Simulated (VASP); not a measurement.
# AlN (I4/mmm) in VASP: a series of runs, part 2 of 2

VASP 6.6.1. Earlier steps stand in the parts before.

## 4. Single point, LDA (zz strain of +2 %)

The input, INCAR:

```
PREC = Accurate
ENCUT = 520
EDIFF = 1E-6
ISMEAR = -1
SIGMA = 0.01
LREAL = False
LASPH = True
NELM = 100
ALGO = Normal
ISIF = 2
LWAVE = False
LCHARG = False
NBANDS = 11
```

The input, KPOINTS:

```
Automatic mesh
0
Gamma
  12 12 12
```

The input, POSCAR:

```
AlN
1.0
    0.0000000000      1.9780000000      2.0175600000
    1.9780000000      0.0000000000      2.0175600000
    1.9780000000      1.9780000000      0.0000000000
Al N
1 1
Direct
    0.0000000000      0.0000000000      0.0000000000
    0.5000000000      0.5000000000      0.5000000000
```

Potentials or basis: VASP PAW LDA potentials, release 64 (Al, N).

Run with:

```sh
$ cat potpaw_LDA.64/Al/POTCAR potpaw_LDA.64/N/POTCAR > POTCAR
$ mpirun -np 1 vasp_std > vasp.out
```

OUTCAR:

```text
PREC = Accurate
   ENCUT = 520
   EDIFF = 1E-6
   ISMEAR = -1
   LREAL = False
   LASPH = True
   NELM = 100
   ISIF = 2

 ion  position               nearest neighbor table
   1  0.000  0.000  0.000-   2 1.98   2 1.98   2 1.98   2 1.98   2 2.02   2 2.02
   2  0.500  0.500  0.500-   1 1.98   1 1.98   1 1.98   1 1.98   1 2.02   1 2.02

  LATTYP: Found a body centered tetragonal cell.
 ALAT       =     2.7973144264
 C/A-ratio  =     1.4424978336

  Lattice vectors:

 A1 = (  -1.9780000000,   0.0000000000,   2.0175600000)
 A2 = (   1.9780000000,   0.0000000000,   2.0175600000)
 A3 = (   0.0000000000,   1.9780000000,  -2.0175600000)

Analysis of symmetry for initial positions (statically):
=====================================================================
 Subroutine PRICEL returns:
 Original cell was already a primitive cell.

 Routine SETGRP: Setting up the symmetry group for a
 body centered tetragonal supercell.

 Subroutine GETGRP returns: Found 16 space group operations
 (whereof 16 operations were pure point group operations)
 out of a pool of 16 trial point group operations.

The static configuration has the point symmetry D_4h.

Analysis of symmetry for dynamics (positions and initial velocities):
=====================================================================
 Subroutine PRICEL returns:
 Original cell was already a primitive cell.

 Routine SETGRP: Setting up the symmetry group for a
 body centered tetragonal supercell.

 Subroutine GETGRP returns: Found 16 space group operations
 (whereof 16 operations were pure point group operations)
 out of a pool of 16 trial point group operations.

The dynamic configuration has the point symmetry D_4h.

 Subroutine INISYM returns: Found 16 space group operations
 (whereof 16 operations are pure point group operations),
 and found     1 'primitive' translations

----------------------------------------------------------------------------------------
[... 115 lines left out ...]
  Fermi-wavevector in a.u.,A,eV,Ry     =   1.305174  2.466422 23.177249  1.703480
  Thomas-Fermi vector in A             =   2.436061
   LORBIT       =      0    0 simple, 1 ext, 2 COOP (PROOUT), +10 PAW based schemes
   GGA     = CA    functional components
   LHFCALC =     F    Hartree Fock is set to
   AEXX    =    0.0000 exact exchange contribution
   IVDW    =     0    specifies the selected vdW correction
   LEPSILON=     F    determine dielectric tensor
   LRPA    =     F    only Hartree local field effects (RPA)
 non-spin polarized calculation
  energy-cutoff  :      520.00
  volume of cell :       15.79
 maximum number of plane-waves:       444
 NGX is ok and might be reduce to    24
   NGX = 11   NGY = 11   NGZ = 11

 number of electron       7.9999999 magnetization

 Free energy of the ion-electron system (eV)
  ---------------------------------------------------
  ext. energy  EPLUGINS =         0.00000000
  ---------------------------------------------------
  free energy    TOTEN  =       -16.21778945 eV

  energy without entropy =      -16.21778945  energy(sigma->0) =      -16.21778945

 E-fermi :  10.6988     XC(G=0): -12.7886

 val. band max:       10.4059724939   @ k =   0.0000   0.0000   0.0000
 cond. band min:      15.1597064955   @ k =   0.5000   0.0000   0.5000
 fundamental gap:      4.7537340016
 Fermi energy:        10.6988400668

 k-point     1 :       0.0000    0.0000    0.0000
  band No.  band energies     occupation
      1      -7.5165      2.00000
      2      10.2692      2.00000
      3      10.2692      2.00000
      4      10.4060      2.00000
      5      16.7546      0.00000
      6      22.3010      0.00000
      7      22.5751      0.00000
      8      22.5751      0.00000
      9      27.8353      0.00000
     10      27.9590      0.00000
     11      28.6201      0.00000
[... 309 lines left out ...]
 k-point    24 :      -0.4167    0.1667    0.0000
  band No.  band energies     occupation
      1      -3.7043      2.00000
      2       2.2750      2.00000
      3       7.0571      2.00000
      4       8.8589      2.00000
      5      18.2012      0.00000
      6      19.8947      0.00000
      7      22.7917      0.00000
      8      23.4368      0.00000
      9      29.0565      0.00000
     10      30.4862      0.00000
     11      30.5826      0.00000

 [... further k-points ...]
[... 5 lines left out ...]
  --------------------------------------------------------------------------------------
  -------------------------------------------------------------------------------------
  Total        0.9333127      0.9333127      0.2527874      0.0000000      0.0000000     -0.0000000
  in kB       94.7171744     94.7171744     25.6541162      0.0000000      0.0000000     -0.0000000
  external PRESSURE =      71.6961550 kB  Pullay stress =       0.0000000 kB

 VOLUME and BASIS-vectors are now :
 -----------------------------------------------------------------------------
  energy-cutoff  :      520.00
  volume of cell :       15.79
      direct lattice vectors                 reciprocal lattice vectors
     0.000000000  1.978000000  2.017560000    -0.252780586  0.252780586  0.247824104
     1.978000000  0.000000000  2.017560000     0.252780586 -0.252780586  0.247824104
     1.978000000  1.978000000  0.000000000     0.252780586  0.252780586 -0.247824104

 POSITION                                       TOTAL-FORCE (eV/Angst)
 -----------------------------------------------------------------------------------
      0.00000      0.00000      0.00000        -0.000000      0.000000      0.000000
      1.97800      1.97800      2.01756         0.000000     -0.000000     -0.000000
 -----------------------------------------------------------------------------------
    total drift:                               -0.000000     -0.000000      0.000000

  FREE ENERGIE OF THE ION-ELECTRON SYSTEM (eV)
  ---------------------------------------------------
  free  energy   TOTEN  =       -16.2177894544 eV

  energy  without entropy=      -16.2177894544  energy(sigma->0) =      -16.21778945
```

OSZICAR:

```text
N       E                     dE             d eps       ncg     rms          rms(c)
DAV:   1     0.602924978112E+01    0.60292E+01   -0.40097E+03  3722   0.620E+02
DAV:   2    -0.176393187441E+02   -0.23669E+02   -0.22846E+02  4299   0.126E+02
DAV:   3    -0.181481030937E+02   -0.50878E+00   -0.50806E+00  4324   0.161E+01
DAV:   4    -0.181495957798E+02   -0.14927E-02   -0.14926E-02  3988   0.106E+00
DAV:   5    -0.181496039172E+02   -0.81374E-05   -0.81373E-05  4263   0.730E-02    0.789E+00
DAV:   6    -0.162786487077E+02    0.18710E+01   -0.80809E+00  3799   0.149E+01    0.285E+00
DAV:   7    -0.162370212180E+02    0.41627E-01   -0.13757E-01  4147   0.256E+00    0.176E+00
DAV:   8    -0.162178887338E+02    0.19132E-01   -0.13035E-02  3742   0.105E+00    0.257E-01
DAV:   9    -0.162177885486E+02    0.10019E-03   -0.53167E-04  4207   0.133E-01    0.151E-01
DAV:  10    -0.162177898161E+02   -0.12674E-05   -0.19009E-05  3919   0.319E-02    0.248E-02
DAV:  11    -0.162177894544E+02    0.36171E-06   -0.56454E-07  2387   0.564E-03
   1 F= -.16217789E+02 E0= -.16217789E+02  d E =-.669387E-16
```

Wall time 16 s (1 thread of Intel Xeon Platinum 8259CL at 2.50GHz (Skylake/Cascade Lake), shared host); peak memory 0.14 GiB.

What came out:

```yaml
Free_energy: -16.2178 eV
Pressure: 7.2 GPa
Band_gap_on_the_k_mesh: 4.75 eV, indirect (least direct gap 6.35 eV)
```

Stress tensor (GPa, compression positive):
```
9.47 0.00 0.00
0.00 9.47 0.00
0.00 0.00 2.57
```

Levels at points of the mesh, in eV from the valence-band top:
| k point | band 2 | band 3 | band 4 | band 5 | band 6 | band 7 |
| --- | --- | --- | --- | --- | --- | --- |
| (0.00, 0.00, 0.00) | -0.14 | -0.14 | 0.00 | 6.35 | 11.89 | 12.17 |
| (0.50, 0.00, 0.00) | -8.73 | -1.31 | -1.22 | 6.31 | 10.88 | 11.32 |
| (0.50, 0.50, 0.00) | -7.88 | -2.92 | -2.92 | 4.96 | 5.15 | 14.19 |
| (0.50, 0.00, 0.50) | -7.78 | -3.20 | -2.95 | 4.75 | 4.96 | 14.45 |

Caveat: the cell differs from its parent crystal (zz strain of +2 %).

## 5. Single point, LDA (equal xx and yy strain of +2 %)

The input, INCAR:

```
ALGO = Normal ; EDIFF = 1E-6
ENCUT = 520 ; GGA = CA
ISIF = 2 ; ISMEAR = -1
LASPH = T ; LCHARG = T
LELF = T ; LREAL = F
LVHAR = T ; LWAVE = F
NBANDS = 11 ; NELM = 80
PREC = Accurate ; SIGMA = 0.01
```

The input, KPOINTS:

```
k-points
0
Gamma
  12 12 12
```

The input, POSCAR:

```
AlN
1.0
    0.0000000000      2.0175600000      1.9780000000
    2.0175600000      0.0000000000      1.9780000000
    2.0175600000      2.0175600000      0.0000000000
Al N
1 1
Direct
    0.0000000000      0.0000000000      0.0000000000
    0.5000000000      0.5000000000      0.5000000000
```

Potentials or basis: VASP PAW LDA potentials, release 64 (Al, N).

Run with:

```sh
$ cat potpaw_LDA.64/Al/POTCAR potpaw_LDA.64/N/POTCAR > POTCAR
$ mpirun -np 1 vasp_std > vasp.out
```

OUTCAR:

```text
EDIFF = 1E-6
   ENCUT = 520
   GGA = CA
   ISIF = 2
   ISMEAR = -1
   LASPH = T
   LREAL = F
   NELM = 80
   PREC = Accurate

 ion  position               nearest neighbor table
   1  0.000  0.000  0.000-   2 1.98   2 1.98   2 2.02   2 2.02   2 2.02   2 2.02
   2  0.500  0.500  0.500-   1 1.98   1 1.98   1 2.02   1 2.02   1 2.02   1 2.02

  LATTYP: Found a body centered tetragonal cell.
 ALAT       =     2.8532607149
 C/A-ratio  =     1.3864838847

  Lattice vectors:

 A1 = (   0.0000000000,  -2.0175600000,  -1.9780000000)
 A2 = (   0.0000000000,   2.0175600000,  -1.9780000000)
 A3 = (   2.0175600000,   0.0000000000,   1.9780000000)

Analysis of symmetry for initial positions (statically):
=====================================================================
 Subroutine PRICEL returns:
 Original cell was already a primitive cell.

 Routine SETGRP: Setting up the symmetry group for a
 body centered tetragonal supercell.

 Subroutine GETGRP returns: Found 16 space group operations
 (whereof 16 operations were pure point group operations)
 out of a pool of 16 trial point group operations.

The static configuration has the point symmetry D_4h.

Analysis of symmetry for dynamics (positions and initial velocities):
=====================================================================
 Subroutine PRICEL returns:
 Original cell was already a primitive cell.

 Routine SETGRP: Setting up the symmetry group for a
 body centered tetragonal supercell.

 Subroutine GETGRP returns: Found 16 space group operations
 (whereof 16 operations were pure point group operations)
 out of a pool of 16 trial point group operations.

The dynamic configuration has the point symmetry D_4h.

 Subroutine INISYM returns: Found 16 space group operations
 (whereof 16 operations are pure point group operations),
 and found     1 'primitive' translations

----------------------------------------------------------------------------------------

                                     Primitive cell

  volume of cell :      16.1031

  direct lattice vectors                    reciprocal lattice vectors
     0.000000000  2.017560000  1.978000000    -0.247824104  0.247824104  0.252780586
     2.017560000  0.000000000  1.978000000     0.247824104 -0.247824104  0.252780586
     2.017560000  2.017560000  0.000000000     0.247824104  0.247824104 -0.252780586

  length of vectors
     2.825426048  2.825426048  2.853260715     0.432124517  0.432124517  0.432124517

  position of ions in fractional coordinates (direct lattice)
     0.000000000  0.000000000  0.000000000
     0.500000000  0.500000000  0.500000000

  ion indices of the primitive-cell ions
   primitive index   ion index
                 1           1
                 2           2

----------------------------------------------------------------------------------------

 KPOINTS: k-points

Automatic generation of k-mesh.
 Grid dimensions read from file:
 generate k-points for:   12   12   12

 Generating k-lattice:

  Cartesian coordinates                     Fractional coordinates (reciprocal lattice)
    -0.020652009  0.020652009  0.021065049     0.083333333  0.000000000  0.000000000
     0.020652009 -0.020652009  0.021065049     0.000000000  0.083333333  0.000000000
     0.020652009  0.020652009 -0.021065049    -0.000000000 -0.000000000  0.083333333

  Length of vectors
     0.036010376  0.036010376  0.036010376

  Shift w.r.t. Gamma in fractional coordinates (k-lattice)
     0.000000000  0.000000000  0.000000000

 Subroutine IBZKPT returns following result:
 ===========================================

 Found    163 irreducible k-points:

 Following reciprocal coordinates:
            Coordinates               Weight
  0.000000  0.000000  0.000000      1.000000
  0.083333  0.000000  0.000000      8.000000
  0.166667 -0.000000  0.000000      8.000000
  0.250000  0.000000  0.000000      8.000000
  0.333333 -0.000000  0.000000      8.000000
  0.416667  0.000000  0.000000      8.000000
[... 16 lines left out ...]
  0.500000  0.166667  0.000000      8.000000
 -0.416667  0.166667  0.000000      8.000000
 [... further k-points ...]
   k-points           NKPTS =    163   k-points in BZ     NKDIM =    163   number of bands    NBANDS=     11
   number of dos      NEDOS =    301   number of ions     NIONS =      2
   total plane-waves  NPLWV =  13824
   dimension x,y,z NGX =    24 NGY =   24 NGZ =   24
   dimension x,y,z NGXF=    48 NGYF=   48 NGZF=   48
   ions per type =               1   1
   NGX,Y,Z   is equivalent  to a cutoff of  14.12, 14.12, 13.98 a.u.
   NGXF,Y,Z  is equivalent  to a cutoff of  28.24, 28.24, 27.97 a.u.
 SYSTEM =  unknown system
   PREC   = accura    normal or accurate (medium, high low for compatibility)
   ISTART =      0    job   : 0-new  1-cont  2-samecut
   ICHARG =      2    charge: 1-file 2-atom 10-const
   ISPIN  =      1    spin polarized calculation?
   LNONCOLLINEAR =      F non collinear calculations
   LSORBIT =      F    spin-orbit coupling
   LASPH  =      T    aspherical Exc in radial PAW
   ENCUT  =  520.0 eV  38.22 Ry    6.18 a.u.   5.25  5.25  5.31*2*pi/ulx,y,z
   NELM   =     80;   NELMIN=  2; NELMDL= -5     # of ELM steps
   EDIFF  = 0.1E-05   stopping-criterion for ELM
   LREAL  =      F    real-space projection
   EDIFFG = 0.1E-04   stopping-criterion for IOM
   NSW    =      0    number of steps for IOM
   IBRION =     -1    ionic relax: 0-MD 1-quasi-New 2-CG
   NFREE  =      0    steps in history (QN), initial steepest desc. (CG)
   ISIF   =      2    stress and relaxation
   ISYM   =      2    0-nonsym 1-usesym 2-fastsym
   POTIM  = 0.5000    time-step for ionic-motion
   TEBEG  =    0.0;   TEEND  =   0.0 temperature during run
   PSTRESS=    0.0 pullay stress
   NELECT =       8.0000    total number of electrons
   NUPDOWN=      -1.0000    fix difference up-down
   EMIN   =  10.00;   EMAX   =-10.00  energy-range for DOS
   EFERMI =   0.00;   METHOD = LEGACY
   ISMEAR =    -1;   SIGMA  =   0.01  broadening in eV -4-tet -1-fermi 0-gaus
   EFERMI_NEDOS =   21; number of points for ismear=-14 and -15
   IALGO  =     38    algorithm
   IMIX   =      4    mixing-type and parameters
     AMIX     =   0.40;   BMIX     =  1.00
     AMIX_MAG =   1.60;   BMIX_MAG =  1.00
  volume/ion in A,a.u.               =       8.05        54.33
  Fermi-wavevector in a.u.,A,eV,Ry     =   1.296587  2.450195 22.873279  1.681139
  Thomas-Fermi vector in A             =   2.428034
   LORBIT       =      0    0 simple, 1 ext, 2 COOP (PROOUT), +10 PAW based schemes
   GGA     = CA    functional components
   LHFCALC =     F    Hartree Fock is set to
   AEXX    =    0.0000 exact exchange contribution
   IVDW    =     0    specifies the selected vdW correction
   LEPSILON=     F    determine dielectric tensor
   LRPA    =     F    only Hartree local field effects (RPA)
 non-spin polarized calculation
  energy-cutoff  :      520.00
  volume of cell :       16.10
 maximum number of plane-waves:       445
 NGX is ok and might be reduce to    24
   NGX = 11   NGY = 11   NGZ = 11

 number of electron       7.9999999 magnetization

 Free energy of the ion-electron system (eV)
  ---------------------------------------------------
  ext. energy  EPLUGINS =         0.00000000
  ---------------------------------------------------
  free energy    TOTEN  =       -16.22616872 eV

  energy without entropy =      -16.22616872  energy(sigma->0) =      -16.22616872

 E-fermi :  10.4029     XC(G=0): -12.6948

 val. band max:       10.0981153764   @ k =   0.0000   0.0000   0.0000
 cond. band min:      14.6388587644   @ k =   0.5000   0.5000   0.0000
 fundamental gap:      4.5407433880
 Fermi energy:        10.4028900842

 k-point     1 :       0.0000    0.0000    0.0000
  band No.  band energies     occupation
      1      -7.5964      2.00000
      2       9.9516      2.00000
      3      10.0981      2.00000
      4      10.0981      2.00000
      5      16.1931      0.00000
      6      22.0685      0.00000
      7      22.0685      0.00000
      8      22.3365      0.00000
      9      27.4539      0.00000
     10      27.5406      0.00000
     11      28.2153      0.00000
[... 309 lines left out ...]
 k-point    24 :      -0.4167    0.1667    0.0000
  band No.  band energies     occupation
      1      -3.8741      2.00000
      2       2.1732      2.00000
      3       6.9902      2.00000
      4       8.5156      2.00000
      5      17.5340      0.00000
      6      19.7411      0.00000
      7      21.9858      0.00000
      8      22.9526      0.00000
      9      28.3035      0.00000
     10      29.8824      0.00000
     11      30.4228      0.00000

 [... further k-points ...]
[... 5 lines left out ...]
  --------------------------------------------------------------------------------------
  -------------------------------------------------------------------------------------
  Total       -0.0831619     -0.0831619      0.5744811      0.0000000      0.0000000      0.0000000
  in kB       -8.2741951     -8.2741951     57.1580103      0.0000000      0.0000000      0.0000000
  external PRESSURE =      13.5365400 kB  Pullay stress =       0.0000000 kB

 VOLUME and BASIS-vectors are now :
 -----------------------------------------------------------------------------
  energy-cutoff  :      520.00
  volume of cell :       16.10
      direct lattice vectors                 reciprocal lattice vectors
     0.000000000  2.017560000  1.978000000    -0.247824104  0.247824104  0.252780586
     2.017560000  0.000000000  1.978000000     0.247824104 -0.247824104  0.252780586
     2.017560000  2.017560000  0.000000000     0.247824104  0.247824104 -0.252780586

 POSITION                                       TOTAL-FORCE (eV/Angst)
 -----------------------------------------------------------------------------------
      0.00000      0.00000      0.00000        -0.000000      0.000000      0.000000
      2.01756      2.01756      1.97800         0.000000      0.000000     -0.000000
 -----------------------------------------------------------------------------------
    total drift:                               -0.000000     -0.000000      0.000000

  FREE ENERGIE OF THE ION-ELECTRON SYSTEM (eV)
  ---------------------------------------------------
  free  energy   TOTEN  =       -16.2261687224 eV

  energy  without entropy=      -16.2261687224  energy(sigma->0) =      -16.22616872
```

stdout:

```text
POSCAR found type information on POSCAR AlN
 POSCAR found :  2 types and       2 ions
 scaLAPACK will be used
 LDA part: xc-table for (Slater(with rela. corr.)+CA(PZ))
 , standard interpolation
 POSCAR, INCAR and KPOINTS ok, starting setup
 FFT: planning ... GRIDC
 FFT: planning ... GRID_SOFT
 FFT: planning ... GRID
 WAVECAR not read
 entering main loop
```

It took 18 s on 1 thread of Intel Xeon Platinum 8259CL at 2.50GHz (Skylake/Cascade Lake), shared host; peak memory 0.14 GiB.

Results:

```
Free energy            : -16.2262 eV
Pressure               : 1.4 GPa
Band gap on the k mesh : 4.54 eV, indirect (least direct gap 6.09 eV)
```

Caveat: the cell differs from its parent crystal (equal xx and yy strain of +2 %).

## 6. Overview

```csv
cell,gap on the mesh (eV),pressure (GPa)
"a = 2.783, b = 2.783, c = 2.797 Å, angles 59.8, 59.8, 60.3°, 2 atoms",4.96,16.7
"a = 2.811, b = 2.811, c = 2.797 Å, angles 60.2, 60.2, 59.7°, 2 atoms",4.93,10.1
"a = 2.825, b = 2.825, c = 2.797 Å, angles 60.3, 60.3, 59.3°, 2 atoms",4.75,7.2
"a = 2.825, b = 2.825, c = 2.853 Å, angles 59.7, 59.7, 60.7°, 2 atoms",4.54,1.4
```

Alike in all rows: task single point; level LDA; potentials or basis VASP PAW LDA potentials, release 64 (Al, N); no spin polarisation; k mesh 12 × 12 × 12; cutoff (eV) 520; smearing fermi-dirac 0.01 eV.

Absolute energies hang on the potentials; compare differences alone.
